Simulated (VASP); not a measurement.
# Ge: single point with LDA

Crystal: Ge.

```
CELL_PARAMETERS angstrom
1.39715 -2.60052 0.00000
1.39715 2.60052 0.00000
0.00000 0.00000 2.69823
ATOMIC_POSITIONS crystal
Ge 0.50000 0.50000 0.00000
```

```yaml
Program: VASP 6.6.1
Task: single point
Functional: LDA
Potentials_or_basis: VASP PAW LDA potentials, release 64 (Ge_d)
Cutoff: 520 eV
k_mesh: 11 × 11 × 10
Occupations: fermi-dirac, width 0.05 eV
Spin: no spin polarisation
```

```yaml
Pressure: -5.6 GPa
Band_gap_on_the_k_mesh: zero (band 7 reaches 12.54 eV, above the bottom of band 8 at 3.56 eV)
```

Stress tensor (GPa, compression positive):
```
-4.31  0.00  0.00
 0.00 -7.23  0.00
 0.00  0.00 -5.25
```

Levels at points of the mesh, in eV from the Fermi level:
| k point | band 5 | band 6 | band 7 | band 8 | band 9 | band 10 |
| --- | --- | --- | --- | --- | --- | --- |
| (0.00, 0.00, 0.00) | -24.55 | -12.82 | 6.64 | 7.07 | 8.57 | 10.30 |
| (0.00, 0.00, 0.50) | -24.58 | -9.09 | -5.60 | 9.84 | 11.33 | 16.12 |

It took 11 s on 1 thread of Intel(R) Xeon(R) 6975P-C (Granite Rapids) (shared host), peak memory 0.16 GiB.
